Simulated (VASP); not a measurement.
# Re (P6_3/mmc) in VASP: a series of runs

Runs on Re. Level: LDA. Tasks: single point.

Everything below comes from runs of VASP 6.6.1. Logs are shortened: lines on timing, memory, paths and dates and some standing lists are left out, and cuts for length are marked.

**1. The cell of the first run**

The structure is hexagonal, space group P6_3/mmc (No. 194). The conventional cell has a = 2.845 Å, b = 2.845 Å, c = 4.582 Å, α = 90.00°, β = 90.00°, γ = 120.00°. Within 3.7 Å of Re (site symmetry -6m2) lie 12 Re at 2.82 to 2.84 Å.

**2. Single point, LDA (16.05 Å³/atom)**

INCAR reads:

```
PREC = Accurate ; ENCUT = 520
EDIFF = 1E-6 ; ISMEAR = -1
SIGMA = 0.1 ; LREAL = F
LASPH = T ; NELM = 100
ALGO = Normal ; ISIF = 2
LWAVE = F ; LCHARG = F
GGA = CA ; NBANDS = 14
```

KPOINTS reads:

```
Automatic mesh
0
Gamma
  22 22 12
```

POSCAR reads:

```
Re
1.0
    2.8446435072      0.0000000000      0.0000000000
   -1.4223217536      2.4635335420      0.0000000000
    0.0000000000      0.0000000000      4.5817184858
Re
2
Direct
    0.3333333333      0.6666666667      0.2500000000
    0.6666666667      0.3333333333      0.7500000000
```

Potentials or basis: VASP PAW LDA potentials, release 64 (Re).

On the command line:

```bash
> cat potpaw_LDA.64/Re/POTCAR > POTCAR
> mpirun -np 1 vasp_std > vasp.out
```

OUTCAR:

```text
PREC = Accurate
   ENCUT = 520
   EDIFF = 1E-6
   ISMEAR = -1
   LREAL = F
   LASPH = T
   NELM = 100
   ISIF = 2
   GGA = CA

 ion  position               nearest neighbor table
   1  0.333  0.667  0.250-   2 2.82   2 2.82   2 2.82   2 2.82   2 2.82   2 2.82
   2  0.667  0.333  0.750-   1 2.82   1 2.82   1 2.82   1 2.82   1 2.82   1 2.82

  LATTYP: Found a hexagonal cell.
 ALAT       =     2.8446435072
 C/A-ratio  =     1.6106476872

  Lattice vectors:

 A1 = (   2.8446435072,   0.0000000000,   0.0000000000)
 A2 = (  -1.4223217536,   2.4635335420,   0.0000000000)
 A3 = (   0.0000000000,   0.0000000000,   4.5817184858)

Analysis of symmetry for initial positions (statically):
=====================================================================
 Subroutine PRICEL returns:
 Original cell was already a primitive cell.

 Routine SETGRP: Setting up the symmetry group for a
 hexagonal supercell.

 Subroutine GETGRP returns: Found 24 space group operations
 (whereof 12 operations were pure point group operations)
 out of a pool of 24 trial point group operations.

The static configuration has the point symmetry D_3d.
 The point group associated with its full space group is D_6h.

Analysis of symmetry for dynamics (positions and initial velocities):
=====================================================================
 Subroutine PRICEL returns:
 Original cell was already a primitive cell.

 Routine SETGRP: Setting up the symmetry group for a
 hexagonal supercell.

 Subroutine GETGRP returns: Found 24 space group operations
 (whereof 12 operations were pure point group operations)
 out of a pool of 24 trial point group operations.

The dynamic configuration has the point symmetry D_3d.
 The point group associated with its full space group is D_6h.

 Subroutine INISYM returns: Found 24 space group operations
 (whereof 12 operations are pure point group operations),
 and found     1 'primitive' translations

----------------------------------------------------------------------------------------

                                     Primitive cell

  volume of cell :      32.1081

  direct lattice vectors                    reciprocal lattice vectors
     2.844643507  0.000000000  0.000000000     0.351537898  0.202960500  0.000000000
    -1.422321754  2.463533542  0.000000000     0.000000000  0.405921000  0.000000000
     0.000000000  0.000000000  4.581718486     0.000000000  0.000000000  0.218258717

  length of vectors
     2.844643507  2.844643507  4.581718486     0.405921000  0.405921000  0.218258717

  position of ions in fractional coordinates (direct lattice)
     0.333333333  0.666666667  0.250000000
[... 91 lines left out ...]
   EMIN   =  10.00;   EMAX   =-10.00  energy-range for DOS
   EFERMI =   0.00;   METHOD = LEGACY
   ISMEAR =    -1;   SIGMA  =   0.10  broadening in eV -4-tet -1-fermi 0-gaus
   EFERMI_NEDOS =   21; number of points for ismear=-14 and -15
   IALGO  =     38    algorithm
   IMIX   =      4    mixing-type and parameters
     AMIX     =   0.40;   BMIX     =  1.00
     AMIX_MAG =   1.60;   BMIX_MAG =  1.00
  volume/ion in A,a.u.               =      16.05       108.34
  Fermi-wavevector in a.u.,A,eV,Ry     =   1.241402  2.345910 20.967667  1.541080
  Thomas-Fermi vector in A             =   2.375802
   LORBIT       =      0    0 simple, 1 ext, 2 COOP (PROOUT), +10 PAW based schemes
   GGA     = CA    functional components
   LHFCALC =     F    Hartree Fock is set to
   AEXX    =    0.0000 exact exchange contribution
   IVDW    =     0    specifies the selected vdW correction
   LEPSILON=     F    determine dielectric tensor
   LRPA    =     F    only Hartree local field effects (RPA)
 non-spin polarized calculation
  energy-cutoff  :      520.00
  volume of cell :       32.11
 maximum number of plane-waves:       878
 NGX is ok and might be reduce to    24
   NGX = 11   NGY = 11   NGZ = 17

 number of electron      14.0000000 magnetization

 Free energy of the ion-electron system (eV)
  ---------------------------------------------------
  ext. energy  EPLUGINS =         0.00000000
  ---------------------------------------------------
  free energy    TOTEN  =       -27.15459408 eV

  energy without entropy =      -27.09321506  energy(sigma->0) =      -27.12390457

 E-fermi :   6.7862     XC(G=0): -13.3754

 val. band max:        6.7740420336   @ k =   0.2273   0.1364   0.5000
 cond. band min:       6.7966544593   @ k =   0.4091   0.0909   0.3333
 fundamental gap:      0.0226124257
 Fermi energy:         6.7861881364

 k-point     1 :       0.0000    0.0000    0.0000
  band No.  band energies     occupation
      1      -2.4152      2.00000
      2       0.7980      2.00000
      3       5.3927      2.00000
      4       5.3927      2.00000
      5       5.4169      2.00000
      6       6.1235      1.99736
      7       6.1235      1.99736
      8       6.9199      0.41606
      9       6.9199      0.41606
     10       7.4067      0.00403
     11       9.7452      0.00000
     12       9.7452      0.00000
     13      15.7091      0.00000
     14      20.8630      0.00000
[... 377 lines left out ...]
      1      -1.0572      2.00000
      2       1.9471      2.00000
      3       4.0483      2.00000
      4       4.6124      2.00000
      5       5.4077      2.00000
      6       5.8150      1.99988
      7       6.5133      1.87747
      8       6.7272      1.28660
      9       6.7298      1.27457
     10       7.4516      0.00257
     11      10.1243      0.00000
     12      13.4246      0.00000
     13      15.4342      0.00000
     14      22.4487      0.00000

 [... further k-points ...]

------------------------ aborting loop because EDIFF is reached ----------------------------------------

  FORCE on cell =-STRESS in cart. coord.  units (eV):
  Direction    XX          YY          ZZ          XY          YZ          ZX
  --------------------------------------------------------------------------------------
  -------------------------------------------------------------------------------------
  Total       -7.0003142     -7.0003142     -7.1140261     -0.0000000      0.0000000      0.0000000
  in kB     -349.3119060   -349.3119060   -354.9860682     -0.0000000      0.0000000      0.0000000
  external PRESSURE =    -351.2032934 kB  Pullay stress =       0.0000000 kB

 VOLUME and BASIS-vectors are now :
 -----------------------------------------------------------------------------
  energy-cutoff  :      520.00
  volume of cell :       32.11
      direct lattice vectors                 reciprocal lattice vectors
     2.844643507  0.000000000  0.000000000     0.351537898  0.202960500  0.000000000
    -1.422321754  2.463533542  0.000000000     0.000000000  0.405921000  0.000000000
     0.000000000  0.000000000  4.581718486     0.000000000  0.000000000  0.218258717

 POSITION                                       TOTAL-FORCE (eV/Angst)
 -----------------------------------------------------------------------------------
     -0.00000      1.64236      1.14543        -0.000000      0.000000      0.000000
      1.42232      0.82118      3.43629         0.000000      0.000000      0.000000
 -----------------------------------------------------------------------------------
    total drift:                               -0.000000      0.000000     -0.000000

  FREE ENERGIE OF THE ION-ELECTRON SYSTEM (eV)
  ---------------------------------------------------
  free  energy   TOTEN  =       -27.1545940785 eV

  energy  without entropy=      -27.0932150639  energy(sigma->0) =      -27.12390457
```

Wall time 50 s (1 thread of Intel Xeon 6975P-C (Granite Rapids), shared host); peak memory 0.26 GiB.

Results:

| Property | Result |
| --- | --- |
| Free energy | -27.1546 eV |
| Pressure | -35.1 GPa |
| Band gap on the k mesh | zero (bands 7 and 8 overlap by 3.01 eV) |

Stress tensor (GPa, compression positive):
```
-34.93   0.00   0.00
  0.00 -34.93   0.00
  0.00   0.00 -35.50
```

Levels at points of the mesh, in eV from the Fermi level:
| k point | band 4 | band 5 | band 6 | band 7 | band 8 | band 9 | band 10 | band 11 |
| --- | --- | --- | --- | --- | --- | --- | --- | --- |
| (0.00, 0.00, 0.00) | -1.39 | -1.37 | -0.66 | -0.66 | 0.13 | 0.13 | 0.62 | 2.96 |
| (0.50, 0.00, 0.00) | -1.72 | -1.62 | -1.21 | -0.54 | 3.43 | 3.81 | 3.89 | 5.34 |
| (0.00, 0.00, 0.50) | -2.11 | -1.52 | -1.52 | -1.52 | -1.52 | 2.22 | 2.22 | 2.22 |
| (0.50, 0.00, 0.50) | -3.60 | 0.34 | 0.34 | 0.85 | 0.85 | 3.70 | 3.70 | 4.24 |

Caveat: the cell stands under tension; spin-orbit coupling is left out, which moves the levels of the heavy elements.

**3. Single point, LDA**

This run uses another cell than the first one, of 14.33 Å³/atom.

INCAR reads:

```
SYSTEM = Re
PREC = Accurate
ENCUT = 600
EDIFF = 1E-6
ISMEAR = -1
SIGMA = 0.1
LREAL = .FALSE.
LASPH = .TRUE.
NELM = 120
ALGO = Normal
ISIF = 2
LWAVE = .FALSE.
LCHARG = .FALSE.
NBANDS = 14
GGA_COMPAT = .FALSE.
```

KPOINTS reads:

```
regular mesh
0
G
  22 22 12
  0 0 0
```

POSCAR reads:

```
Re
1.0
    2.7391880258      0.0000000000      0.0000000000
   -1.3695940129      2.3722064161      0.0000000000
    0.0000000000      0.0000000000      4.4118668232
Re
2
Direct
    0.3333333333      0.6666666667      0.2500000000
    0.6666666667      0.3333333333      0.7500000000
```

Potentials or basis: VASP PAW LDA potentials, release 64 (Re).

On the command line:

```bash
> cat potpaw_LDA.64/Re/POTCAR > POTCAR
> mpirun -np 1 vasp_std > vasp.out
```

It took 1.7 min on 1 thread of AMD EPYC 7R13 (Zen 3), shared host; peak memory 0.24 GiB.

It converged, with:

```yaml
Free_energy: -27.5563 eV
Pressure: 1.7 GPa
Band_gap_on_the_k_mesh: zero (bands 7 and 8 overlap by 3.63 eV)
```

Levels at points of the mesh, in eV from the Fermi level:
```csv
k point,band 5,band 6,band 7,band 8,band 9,band 10
"(0.00, 0.00, 0.00)",-1.64,-0.80,-0.80,0.14,0.14,0.83
"(0.50, 0.00, 0.00)",-1.68,-1.38,-0.60,4.09,4.55,4.66
"(0.00, 0.00, 0.50)",-1.82,-1.82,-1.82,-1.82,2.63,2.63
"(0.50, 0.00, 0.50)",0.37,0.37,1.06,1.06,4.42,4.42
```

Caveat: spin-orbit coupling is left out, which moves the levels of the heavy elements.

**4. Single point, LDA**

This run uses another cell than the first one, of 14.33 Å³/atom.

INCAR reads:

```
SYSTEM = Re
PREC     = Accurate       ! precision mode
ENCUT    = 600            ! plane-wave cutoff, eV
EDIFF    = 1E-6           ! SCF threshold, eV
ISMEAR   = -1             ! smearing method
SIGMA    = 0.2            ! smearing width, eV
LREAL    = .FALSE.        ! projectors in reciprocal space
LASPH    = .TRUE.         ! aspherical terms in the spheres
NELM     = 120            ! most SCF steps
ALGO     = Normal         ! electronic algorithm
ISIF     = 2              ! what is computed and relaxed
LWAVE    = .FALSE.        ! write WAVECAR
LCHARG   = .TRUE.         ! write CHGCAR
LELF     = .TRUE.         ! ELF
LVHAR    = .TRUE.       
NBANDS   = 14             ! bands
GGA_COMPAT= .FALSE.
```

KPOINTS reads:

```
Automatic mesh
0
G
  13 13 7
  0 0 0
```

POSCAR is that of step 3.

On the command line:

```bash
> cat potpaw_LDA.64/Re/POTCAR > POTCAR
> mpirun -np 1 vasp_std > vasp.out
```

Wall time 17 s (1 thread of Intel Xeon 6975P-C (Granite Rapids), shared host); peak memory 0.16 GiB.

The run converged. Its results:

| Quantity | Value |
| --- | --- |
| Free energy | -27.6363 eV |
| Pressure | 2.3 GPa |
| Band gap on the k mesh | zero (bands 7 and 8 overlap by 3.05 eV) |

Stress tensor (GPa, compression positive):
```
2.62 0.00 0.00
0.00 2.62 0.00
0.00 0.00 1.71
```

Levels at points of the mesh, in eV from the Fermi level:
```tsv
k point	band 4	band 5	band 6	band 7	band 8	band 9	band 10	band 11
(0.00, 0.00, 0.00)	-1.72	-1.67	-0.84	-0.84	0.11	0.11	0.80	3.44
```

Caveat: spin-orbit coupling is left out, which moves the levels of the heavy elements.

**5. Overview**

| cell | k mesh | cutoff (eV) | smearing | gap on the mesh (eV) | pressure (GPa) |
| --- | --- | --- | --- | --- | --- |
| a = 2.845, b = 2.845, c = 4.582 Å, angles 90.0, 90.0, 120.0°, 2 atoms | 22 × 22 × 12 | 520 | fermi-dirac 0.1 eV | none | -35.1 |
| a = 2.739, b = 2.739, c = 4.412 Å, angles 90.0, 90.0, 120.0°, 2 atoms | 22 × 22 × 12 | 600 | fermi-dirac 0.1 eV | none | 1.7 |
| a = 2.739, b = 2.739, c = 4.412 Å, angles 90.0, 90.0, 120.0°, 2 atoms | 13 × 13 × 7 | 600 | fermi-dirac 0.2 eV | none | 2.3 |

Alike in all rows: task single point; level LDA; potentials or basis VASP PAW LDA potentials, release 64 (Re); no spin polarisation.

Caveats: spin-orbit coupling is left out, which moves the levels of the heavy elements; the cell stands under tension (at least some runs).

Absolute energies hang on the potentials; compare differences alone.
